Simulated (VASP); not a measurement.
Here is a VASP 6.6.1 calculation.

POSCAR

```
SiGe2
1.0
    3.9955312957     -0.0000000289      0.0000000000
   -1.9977656229      3.4602316181      0.0000000000
    0.0000000000      0.0000000000      9.7871257000
Si Ge
2 4
Direct
    0.3333333333      0.6666666667      0.7914950000
    0.6666666667      0.3333333333      0.2085050000
    0.6666666667      0.3333333333      0.4558770000
    0.0000000000      0.0000000000      0.1276240000
    0.3333333333      0.6666666667      0.5441230000
    0.0000000000      0.0000000000      0.8723760000
```

Contents of INCAR.step1:

```
SYSTEM = SiGe2
ALGO = Normal
EDIFF = 1E-4
ENCUT = 520
GGA = PE
ISMEAR = 0
LASPH = .TRUE.
LCHARG = .FALSE.
LREAL = .FALSE.
LWAVE = .TRUE.
NBANDS = 41
NELM = 80
PREC = Accurate
SIGMA = 0.02
```

INCAR.step2

```
SYSTEM = SiGe2
ALGO = Normal
EDIFF = 1E-7
ENCUT = 520
ISIF = 2
ISMEAR = 0
ISTART = 1
LASPH = .TRUE.
LCHARG = .TRUE.
LELF = .TRUE.
LMIXTAU = .TRUE.
LREAL = .FALSE.
LVHAR = .TRUE.
LWAVE = .FALSE.
METAGGA = R2SCAN
NBANDS = 41
NELM = 80
PREC = Accurate
SIGMA = 0.02
```

Contents of KPOINTS:

```
k-points
0
G
  12 12 4
  0 0 0
```

Potentials or basis: VASP PAW PBE potentials, release 64 (Si, Ge_d).

Launch:

```console
$ cat potpaw_PBE.64/Si/POTCAR potpaw_PBE.64/Ge_d/POTCAR > POTCAR
$ cp INCAR.step1 INCAR
$ mpirun -np 1 vasp_std > vasp.out
$ cp INCAR.step2 INCAR
$ mpirun -np 1 vasp_std > vasp.out
```

(1) Predict the pressure.

(2) What does it give for the largest force?

Results:

(1) -2.5 GPa.

(2) 0.046 eV/Å.

Caveat: the PAW data sets were made with another functional, which shifts forces and pressure a little.
